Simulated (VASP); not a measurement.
# ZrGe4Mo (P-6m2) in VASP: further runs

The runs below take ZrGe4Mo through single point, relaxation of cell and atoms, with PBE.

All numbers are computed with VASP 6.6.1; they aren't measurements. Logs are shortened: lines on timing, memory, paths and dates and some standing lists are left out, and cuts for length are marked.

**1. The cell of the first run**

The structure is hexagonal, space group P-6m2 (No. 187). Conventional cell: a = 3.107 Å, b = 3.107 Å, c = 12.397 Å, α = 90.00°, β = 90.00°, γ = 120.00°. Within 3.2 Å of Zr (site symmetry -6m2) lie 6 Ge at 2.38 Å and 6 Zr at 3.11 Å. Within 3.2 Å of Ge (site symmetry 3m) lie 3 Zr at 2.38 Å and 7 Ge at 3.11 to 3.12 Å. Ge (site symmetry 3m) has 3 Mo at 2.35 Å and 7 Ge at 3.02 to 3.11 Å within 3.2 Å. Mo (site symmetry -6m2) has 6 Ge at 2.35 Å and 6 Mo at 3.11 Å within 3.2 Å.

The cell was generated, and may not be a known phase.

**2. Single point, PBE**

INCAR

```
ALGO     = Normal         # electronic algorithm
EDIFF    = 1E-7           # SCF threshold, eV
ENCUT    = 520            # plane-wave cutoff, eV
GGA      = PE             # functional
ISIF     = 2              # what is computed and relaxed
ISMEAR   = 0              # smearing method
LASPH    = T              # aspherical terms in the spheres
LCHARG   = F              # write CHGCAR
LREAL    = F              # projectors in reciprocal space
LWAVE    = F              # write WAVECAR
NBANDS   = 50             # bands
NELM     = 60             # most SCF steps
PREC     = Accurate       # precision mode
SIGMA    = 0.1            # smearing width, eV
```

KPOINTS

```
k-points
0
Gamma
  6 6 2
```

POSCAR

```
ZrGe4Mo
1.0
    3.1072585100      0.0000000000      0.0000000000
   -1.5536292500      2.6909648000      0.0000000000
    0.0000000000      0.0000000000     12.3974460400
Zr Ge Mo
1 4 1
Direct
    0.6666666700      0.3333333300      0.5000000000
    0.3333333300      0.6666666700      0.6259580300
    0.0000000000      0.0000000000      0.8781179800
    0.0000000000      0.0000000000      0.1218820200
    0.3333333300      0.6666666700      0.3740419700
    0.6666666700      0.3333333300      0.0000000000
```

Potentials or basis: VASP PAW PBE potentials, release 64 (Zr_sv, Ge_d, Mo_sv).

The run is started by

```bash
> cat potpaw_PBE.64/Zr_sv/POTCAR potpaw_PBE.64/Ge_d/POTCAR potpaw_PBE.64/Mo_sv/POTCAR > POTCAR
> mpirun -np 1 vasp_std > vasp.out
```

OUTCAR:

```text
EDIFF = 1E-7
   ENCUT = 520
   GGA = PE
   ISIF = 2
   ISMEAR = 0
   LASPH = T
   LREAL = F
   NELM = 60
   PREC = Accurate

 ion  position               nearest neighbor table
   1  0.667  0.333  0.500-   2 2.38   5 2.38   2 2.38   5 2.38   2 2.38   5 2.38
   2  0.333  0.667  0.626-   1 2.38   1 2.38   1 2.38
   3  0.000  0.000  0.878-   6 2.35   6 2.35   6 2.35
   4  0.000  0.000  0.122-   6 2.35   6 2.35   6 2.35
   5  0.333  0.667  0.374-   1 2.38   1 2.38   1 2.38
   6  0.667  0.333  0.000-   3 2.35   4 2.35   3 2.35   4 2.35   3 2.35   4 2.35

  LATTYP: Found a hexagonal cell.
 ALAT       =     3.1072585100
 C/A-ratio  =     3.9898341255

  Lattice vectors:

 A1 = (   3.1072585100,   0.0000000000,   0.0000000000)
 A2 = (  -1.5536292500,   2.6909648000,   0.0000000000)
 A3 = (   0.0000000000,   0.0000000000,  12.3974460400)

Analysis of symmetry for initial positions (statically):
=====================================================================
 Subroutine PRICEL returns:
 Original cell was already a primitive cell.

 Routine SETGRP: Setting up the symmetry group for a
 hexagonal supercell.

 Subroutine GETGRP returns: Found 12 space group operations
 (whereof 12 operations were pure point group operations)
 out of a pool of 24 trial point group operations.

The static configuration has the point symmetry D_3h.

Analysis of symmetry for dynamics (positions and initial velocities):
=====================================================================
 Subroutine PRICEL returns:
 Original cell was already a primitive cell.

 Routine SETGRP: Setting up the symmetry group for a
 hexagonal supercell.

 Subroutine GETGRP returns: Found 12 space group operations
 (whereof 12 operations were pure point group operations)
 out of a pool of 24 trial point group operations.

The dynamic configuration has the point symmetry D_3h.

 Subroutine INISYM returns: Found 12 space group operations
 (whereof 12 operations are pure point group operations),
 and found     1 'primitive' translations

----------------------------------------------------------------------------------------

                                     Primitive cell

  volume of cell :     103.6615

  direct lattice vectors                    reciprocal lattice vectors
     3.107258510  0.000000000  0.000000000     0.321827102  0.185806964  0.000000000
    -1.553629250  2.690964800  0.000000000     0.000000000  0.371613928  0.000000000
     0.000000000  0.000000000 12.397446040     0.000000000  0.000000000  0.080661775

  length of vectors
     3.107258510  3.107258502 12.397446040     0.371613927  0.371613928  0.080661775

  position of ions in fractional coordinates (direct lattice)
     0.666666670  0.333333330  0.500000000
     0.333333330  0.666666670  0.625958030
     0.000000000  0.000000000  0.878117980
     0.000000000  0.000000000  0.121882020
     0.333333330  0.666666670  0.374041970
     0.666666670  0.333333330  0.000000000

  ion indices of the primitive-cell ions
   primitive index   ion index
                 1           1
                 2           2
                 3           3
                 4           4
                 5           5
                 6           6

----------------------------------------------------------------------------------------

 KPOINTS: k-points

Automatic generation of k-mesh.
 Grid dimensions read from file:
 generate k-points for:    6    6    2

 Generating k-lattice:

  Cartesian coordinates                     Fractional coordinates (reciprocal lattice)
     0.053637850  0.030967827  0.000000000     0.166666667  0.000000000  0.000000000
     0.000000000  0.061935655  0.000000000     0.000000000  0.166666667  0.000000000
     0.000000000  0.000000000  0.040330887     0.000000000  0.000000000  0.500000000

  Length of vectors
     0.061935655  0.061935655  0.040330887

  Shift w.r.t. Gamma in fractional coordinates (k-lattice)
     0.000000000  0.000000000  0.000000000

 Subroutine IBZKPT returns following result:
 ===========================================
[... 45 lines left out ...]
  free energy    TOTEN  =       -30.27855748 eV

  energy without entropy =      -30.25676031  energy(sigma->0) =      -30.26765890

 E-fermi :   8.4712     XC(G=0): -11.7234

 val. band max:        8.4569434340   @ k =   0.5000   0.0000   0.5000
 cond. band min:       8.4717433286   @ k =   0.3333   0.1667   0.5000
 fundamental gap:      0.0147998946
 Fermi energy:         8.4712443529

 k-point     1 :       0.0000    0.0000    0.0000
  band No.  band energies     occupation
      1     -51.7105      2.00000
      2     -39.1407      2.00000
      3     -26.0316      2.00000
      4     -25.8186      2.00000
      5     -25.8186      2.00000
      6     -17.8782      2.00000
[... 42 lines left out ...]
     49      16.1120      0.00000
     50      16.2134      0.00000

 k-point     2 :       0.1667    0.0000    0.0000
  band No.  band energies     occupation
      1     -51.6963      2.00000
      2     -39.0987      2.00000
      3     -26.0114      2.00000
      4     -25.9520      2.00000
      5     -25.8499      2.00000
      6     -17.8698      2.00000
[... 42 lines left out ...]
     49      15.0210      0.00000
     50      15.1932      0.00000

 k-point     3 :       0.3333    0.0000    0.0000
  band No.  band energies     occupation
      1     -51.6678      2.00000
      2     -39.0134      2.00000
      3     -26.2113      2.00000
      4     -25.9711      2.00000
      5     -25.9118      2.00000
      6     -18.0648      2.00000
[... 42 lines left out ...]
     49      14.0626      0.00000
     50      14.0630      0.00000

 k-point     4 :       0.5000    0.0000    0.0000
  band No.  band energies     occupation
      1     -51.6535      2.00000
      2     -38.9700      2.00000
      3     -26.3374      2.00000
      4     -25.9509      2.00000
      5     -25.9424      2.00000
      6     -18.3402      2.00000
[... 469 lines left out ...]
 k-point    13 :       0.3333    0.1667    0.5000
  band No.  band energies     occupation
      1     -51.6535      2.00000
      2     -38.9701      2.00000
      3     -26.2730      2.00000
      4     -26.0104      2.00000
      5     -25.9510      2.00000
      6     -18.1996      2.00000
[... 42 lines left out ...]
     49      13.2664      0.00000
     50      13.9246      0.00000

 k-point    14 :       0.3333    0.3333    0.5000
  band No.  band energies     occupation
      1     -51.6463      2.00000
      2     -38.9484      2.00000
      3     -26.2040      2.00000
      4     -26.1612      2.00000
      5     -25.9410      2.00000
      6     -18.0157      2.00000
[... 42 lines left out ...]
     49      12.9135      0.00000
     50      13.2769      0.00000

------------------------ aborting loop because EDIFF is reached ----------------------------------------

  FORCE on cell =-STRESS in cart. coord.  units (eV):
  Direction    XX          YY          ZZ          XY          YZ          ZX
  --------------------------------------------------------------------------------------
  -------------------------------------------------------------------------------------
  Total       27.2379867     27.2379866     35.1395088      0.0000001     -0.0000000      0.0000000
  in kB      420.9862930    420.9862912    543.1110505      0.0000008     -0.0000000      0.0000000
  external PRESSURE =     461.6945449 kB  Pullay stress =       0.0000000 kB

 VOLUME and BASIS-vectors are now :
 -----------------------------------------------------------------------------
  energy-cutoff  :      520.00
  volume of cell :      103.66
      direct lattice vectors                 reciprocal lattice vectors
     3.107258510  0.000000000  0.000000000     0.321827102  0.185806964  0.000000000
    -1.553629250  2.690964800  0.000000000     0.000000000  0.371613928  0.000000000
     0.000000000  0.000000000 12.397446040     0.000000000  0.000000000  0.080661775

 POSITION                                       TOTAL-FORCE (eV/Angst)
 -----------------------------------------------------------------------------------
      1.55363      0.89699      6.19872         0.000000     -0.000000      0.000000
     -0.00000      1.79398      7.76028         0.000000     -0.000000      7.297927
      0.00000      0.00000     10.88642         0.000000     -0.000000     -4.997440
      0.00000      0.00000      1.51103         0.000000     -0.000000      4.997440
     -0.00000      1.79398      4.63717         0.000000     -0.000000     -7.297927
      1.55363      0.89699      0.00000        -0.000000      0.000000      0.000000
 -----------------------------------------------------------------------------------
    total drift:                               -0.000034      0.000020      0.000000

  FREE ENERGIE OF THE ION-ELECTRON SYSTEM (eV)
  ---------------------------------------------------
  free  energy   TOTEN  =       -30.2785574814 eV

  energy  without entropy=      -30.2567603106  energy(sigma->0) =      -30.26765890
```

Wall time 85 s (1 thread of Intel Xeon Platinum 8488C (Sapphire Rapids), shared host); peak memory 0.25 GiB.

Results:

```yaml
Free_energy: -30.2786 eV
Pressure: 46.2 GPa
Largest_force: 7.298 eV/Å
Band_gap_on_the_k_mesh: zero (bands 41 and 42 overlap by 1.05 eV)
```

Forces in eV/Å, atoms in the order of the input:
```
Zr   0.000  0.000  0.000
Ge   0.000  0.000  7.298
Ge   0.000  0.000 -4.997
Ge   0.000  0.000  4.997
Ge   0.000  0.000 -7.298
Mo   0.000  0.000  0.000
```

Stress tensor (GPa, compression positive):
```
42.10  0.00  0.00
 0.00 42.10  0.00
 0.00  0.00 54.31
```

Levels at points of the mesh, in eV from the Fermi level:
```tsv
k point	band 39	band 40	band 41	band 42	band 43	band 44
(0.00, 0.00, 0.00)	-0.31	-0.13	-0.13	0.04	1.89	1.89
(0.50, 0.00, 0.00)	-1.78	-0.72	-0.52	0.39	1.87	1.95
(0.00, 0.00, 0.50)	-0.31	-0.23	-0.13	-0.13	1.89	1.89
(0.50, 0.00, 0.50)	-1.78	-0.52	-0.23	-0.01	1.66	1.96
```

Caveat: the k points lie up to 0.39 Å⁻¹ apart, too coarse for converged energies and pressures of a metal; forces of over 1 eV/Å act on the atoms, so gaps and moduli don't describe the material at rest.

(Continued in part 2 of 2.)

The gap in the log of VASP goes by the Fermi energy; the results here count the filled bands.